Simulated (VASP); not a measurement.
InSb: single point with PBEsol

InSb:

```xyz
2
Lattice="0.0000 3.0099 3.1980 3.0099 0.0000 3.1980 3.0099 3.0099 0.0000" Properties=species:S:1:pos:R:3 pbc="T T T"
In    0.0000    0.0000    0.0000
Sb    3.0099    3.0099    3.1980
```

```yaml
Program: VASP 6.6.1
Task: single point
Functional: PBEsol
Potentials_or_basis: VASP PAW PBE potentials, release 64 (In_d, Sb)
Cutoff: 520 eV
k_mesh: 14 × 14 × 14
Occupations: gaussian, width 0.15 eV
Spin: no spin polarisation
Dipole_correction: no
Further_INCAR_settings: ALGO = Normal; EDIFF = 1e-06; NBANDS = 16
```

| Quantity | Value |
| --- | --- |
| Pressure | -2.2 GPa |
| Band gap on the k mesh | zero (bands 9 and 10 overlap by 2.58 eV) |

Stress tensor (GPa, compression positive):
```
-0.95  0.00  0.00
 0.00 -0.95  0.00
 0.00  0.00 -4.77
```

Levels at points of the mesh, in eV from the Fermi level:
| k point | band 7 | band 8 | band 9 | band 10 | band 11 | band 12 |
| --- | --- | --- | --- | --- | --- | --- |
| (0.00, 0.00, 0.00) | -0.52 | -0.24 | -0.24 | 0.35 | 4.97 | 5.93 |
| (0.50, 0.00, 0.00) | -6.41 | 0.15 | 0.50 | 1.87 | 2.55 | 2.65 |
| (0.50, 0.50, 0.00) | -4.38 | -2.96 | -1.95 | -1.95 | 3.37 | 8.37 |
| (0.50, 0.00, 0.50) | -4.42 | -3.53 | -2.50 | -1.84 | 3.14 | 7.22 |

Run time: 90 s on 1 thread of Intel(R) Xeon(R) Platinum 8488C (Sapphire Rapids), with other jobs on the host, peak memory 0.37 GiB.

Caveat: the PAW data sets were made with another functional, which shifts forces and pressure a little; spin-orbit coupling is left out, which moves the levels of the heavy elements.
